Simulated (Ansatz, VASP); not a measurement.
## TiB2 in VASP and in Ansatz

```
Ti B
1.0
     3.02593    0.00000    0.00000
    -1.51296    2.62053    0.00000
     0.00000    0.00000    3.22877
Ti B
1 2
Cartesian
  0.0000 0.0000 0.0000
  0.0000 1.7470 1.6144
  1.5130 0.8735 1.6144
```

Alike in both runs: task relaxation of cell and atoms; functional PBE; k mesh 15 × 15 × 12; occupations gaussian, width 0.1 eV; no spin polarisation.

```csv
,VASP,Ansatz
version,VASP 6.6.1,Ansatz 0.2.0
potentials or method,"VASP PAW PBE potentials, release 64 (Ti_sv, B), cutoff 600 eV","scalar-relativistic, plane waves, PAW"
valence electrons in the cell,18,18
```

|  | VASP | Ansatz | Ansatz less VASP |
| --- | --- | --- | --- |
| gap on the k mesh at the Fermi level, each at its own relaxed structure (eV) | none | none | - |
| relaxed volume (Å³/atom) | 8.56 | 8.56 | -0.005 |
| relaxed cell length with the largest relative difference (Å) | 3.225 | 3.224 | -0.0011 |

A gap of «none» marks a metal or a gap that the smearing closes.
